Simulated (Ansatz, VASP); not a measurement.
## TiO2 in VASP and in Ansatz

The input INCAR:

```
SYSTEM = TiO2
PREC = Accurate
ENCUT = 520
EDIFF = 1E-6
ISMEAR = 0
SIGMA = 0.1
LREAL = .FALSE.
LASPH = .TRUE.
NELM = 150
ALGO = Normal
ISIF = 2
LWAVE = .FALSE.
LCHARG = .FALSE.
ISPIN = 2
MAGMOM = 0 0 0 0 0 0 0 0 1 1 1 1
LORBIT = 11
LMAXMIX = 4
LDAU = .TRUE.
LDAUTYPE = 2
LDAUL = -1 2
LDAUU = 0 3
LDAUJ = 0 0
LDAUPRINT = 1
GGA = PE
NBANDS = 64
```

File KPOINTS:

```
Automatic mesh
0
G
  4 2 6
  0 0 0
```

Contents of POSCAR:

```
TiO2
1.0
    4.6107000000      0.0000000000      0.0000000000
    0.0000000000      9.2214000000      0.0000000000
    0.0000000000      0.0000000000      2.9732000000
O Ti
8 4
Direct
    0.3053000000      0.1526500000      0.0000000000
    0.3053000000      0.6526500000      0.0000000000
    0.1947000000      0.4026500000      0.5000000000
    0.1947000000      0.9026500000      0.5000000000
    0.6947000000      0.3473500000      0.0000000000
    0.6947000000      0.8473500000      0.0000000000
    0.8053000000      0.0973500000      0.5000000000
    0.8053000000      0.5973500000      0.5000000000
    0.0000000000      0.0000000000      0.0000000000
    0.0000000000      0.5000000000      0.0000000000
    0.5000000000      0.2500000000      0.5000000000
    0.5000000000      0.7500000000      0.5000000000
```

Input for Ansatz:

```yaml
crystal:
  lattice:
    - [4.6107, 0.0, 0.0]
    - [0.0, 9.2214, 0.0]
    - [0.0, 0.0, 2.9732]
  atoms:
    - { symbol: O, position: [0.3053, 0.15265, 0.0] }
    - { symbol: O, position: [0.3053, 0.65265, 0.0] }
    - { symbol: O, position: [0.1947, 0.40265, 0.5] }
    - { symbol: O, position: [0.1947, 0.90265, 0.5] }
    - { symbol: O, position: [0.6947, 0.34735, 0.0] }
    - { symbol: O, position: [0.6947, 0.84735, 0.0] }
    - { symbol: O, position: [0.8053, 0.09735, 0.5] }
    - { symbol: O, position: [0.8053, 0.59735, 0.5] }
    - { symbol: Ti, position: [0.0, 0.0, 0.0], spin: 1.0 }
    - { symbol: Ti, position: [0.0, 0.5, 0.0], spin: 1.0 }
    - { symbol: Ti, position: [0.5, 0.25, 0.5], spin: 1.0 }
    - { symbol: Ti, position: [0.5, 0.75, 0.5], spin: 1.0 }
magnetization:
  spin_polarized: true
hamiltonian:
  xc: pbe
  pseudopotentials: { kind: paw }
  hubbard: { sites: [{ species: Ti, l: d, u_eff: 3.0 }] }
basis:
  ecutwfc: 420
kpoints:
  mp_grid: { grid: [4, 2, 6] }
scf:
  occupations: { method: gaussian, width: 0.1 }
  lower_state_search: "off"
output:
  forces: true
  stress: true
  write_density: true
  write_potential: true
  elf: true
  volumetric_format: npy
```

Alike in both runs: task single point; functional PBE; k mesh 4 × 2 × 6; occupations gaussian, width 0.1 eV; collinear spin; Hubbard terms Ti d U = 3.0 eV.

|  | VASP | Ansatz |
| --- | --- | --- |
| version | VASP 6.6.1 | Ansatz 0.2.0 |
| potentials or method | VASP PAW PBE potentials, release 64 (O, Ti_sv), cutoff 520 eV | PAW, plane waves, scalar-relativistic |
| valence electrons in the cell | 96 | 96 |

Ansatz gave:

```
gap on the k mesh at the Fermi level (eV)                     : 2.20
pressure (GPa)                                                : 4.7
traceless stress, the component that is largest in VASP (GPa) : 0.97
rms of the force components (eV/Å)                            : 0.034
net moment per atom (μB)                                      : 0.00
```

**Question.** Estimate VASP's values.

**Answer.** gap on the k mesh at the Fermi level (eV): 2.23; pressure (GPa): 8.2; traceless stress, the component that is largest in VASP (GPa): 1.51; rms of the force components (eV/Å): 0.093; net moment per atom (μB): 0.00.

The programs project onto different local orbitals, so the same U acts differently, and such runs can settle in different states. Atom by atom the forces differ by 0.059 eV/Å (rms over components). Ansatz's warnings: seeded moment not kept.
